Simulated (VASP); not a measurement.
## Ag: single point with PBE

Crystal: Ag.

```
Ag
1.0
     0.00000    2.00139    2.00139
     2.00139    0.00000    2.00139
     2.00139    2.00139    0.00000
Ag
1
Direct
  0.00000 0.00000 0.00000
```

This cell differs from its parent crystal: volume scaled by 0.94.

```json
{
  "Program": "VASP 6.6.1",
  "Task": "single point",
  "Functional": "PBE",
  "Potentials or basis": "VASP PAW PBE potentials, release 64 (Ag)",
  "Cutoff": "520 eV",
  "k mesh": "15 × 15 × 15",
  "Occupations": "fermi-dirac, width 0.05 eV",
  "Spin": "no spin polarisation"
}
```

```json
{
  "Pressure": "12.9 GPa"
}
```

Levels at points of the mesh, in eV from the Fermi level:
| k point | band 2 | band 3 | band 4 | band 5 | band 6 | band 7 | band 8 | band 9 | band 10 | band 11 |
| --- | --- | --- | --- | --- | --- | --- | --- | --- | --- | --- |
| (0.00, 0.00, 0.00) | -5.23 | -5.23 | -5.23 | -4.07 | -4.07 | 15.96 | 19.91 | 19.91 | 19.91 | 24.88 |

It took 13 s on 1 thread of AMD EPYC 9R45 96-Core Processor (Zen 5), on a shared host, peak memory 0.12 GiB.
